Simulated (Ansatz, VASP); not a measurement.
SnO: VASP beside Ansatz

```
CELL_PARAMETERS angstrom
3.36518 0.00000 0.00000
-1.68259 2.91433 0.00000
0.00000 0.00000 8.95344
ATOMIC_POSITIONS crystal
Sn 0.00000 0.00000 0.99561
Sn 0.33333 0.66667 0.49561
O 0.00000 0.00000 0.37939
O 0.33333 0.66667 0.87939
```

Alike in both runs: functional PBE; k mesh 6 × 6 × 4; occupations gaussian, width 0.1 eV; no spin polarisation.

Ansatz relaxed the structure, and its values are those at the end. VASP's run is a single point on that final structure, the one shown.

|  | VASP | Ansatz |
| --- | --- | --- |
| version | VASP 6.6.1 | Ansatz 0.2.0 |
| potentials or method | VASP PAW PBE potentials, release 64 (Sn_d, O_h), cutoff 1340 eV | scalar-relativistic, plane waves, PAW |
| valence electrons in the cell | 40 | 40 |

|  | VASP | Ansatz | Ansatz less VASP |
| --- | --- | --- | --- |
| gap on the k mesh at the Fermi level (eV) | 1.45 | 1.48 | +0.032 |
| least direct gap on the mesh (eV) | 1.61 | 1.63 | +0.014 |
| pressure (GPa) | 0.2 | 0.1 | -0.09 |
| rms of the force components (eV/Å) | 0.035 | 0.003 | -0.0316 |

Ansatz's warnings: structure snapped to symmetry.
